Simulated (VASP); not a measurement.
A run of VASP 6.6.1:

Contents of INCAR:

```
PREC = Accurate ; ENCUT = 600
EDIFF = 1E-6 ; ISMEAR = -5
SIGMA = 0.02 ; LREAL = F
LASPH = T ; NELM = 120
ALGO = Normal ; ISIF = 2
LWAVE = F ; LCHARG = T
GGA = PE ; LELF = T
LVHAR = T ; NBANDS = 11
GGA_COMPAT = F
```

KPOINTS

```
Automatic mesh
0
Gamma
  12 12 12
```

Contents of POSCAR:

```
C
1.0
    0.0000000000      1.7857367760      1.7857367760
    1.7857367760      0.0000000000      1.7857367760
    1.7857367760      1.7857367760      0.0000000000
C
2
Direct
    0.0000000000      0.0000000000      0.0000000000
    0.2500000000      0.2500000000      0.2500000000
```

Potentials or basis: VASP PAW PBE potentials, release 64 (C).

The run is started by

```bash
$ cat potpaw_PBE.64/C/POTCAR > POTCAR
$ mpirun -np 1 vasp_std > vasp.out
```

Hardware: 1 thread of Intel(R) Xeon(R) Platinum 8259CL CPU @ 2.50GHz (Skylake/Cascade Lake) (shared host).

Q: How long does it take, and how much memory?

A: Run time: 7.6 s on 1 thread of Intel(R) Xeon(R) Platinum 8259CL CPU @ 2.50GHz (Skylake/Cascade Lake) (shared host), peak memory 0.12 GiB. Counts: scf iterations 11, k points 72.
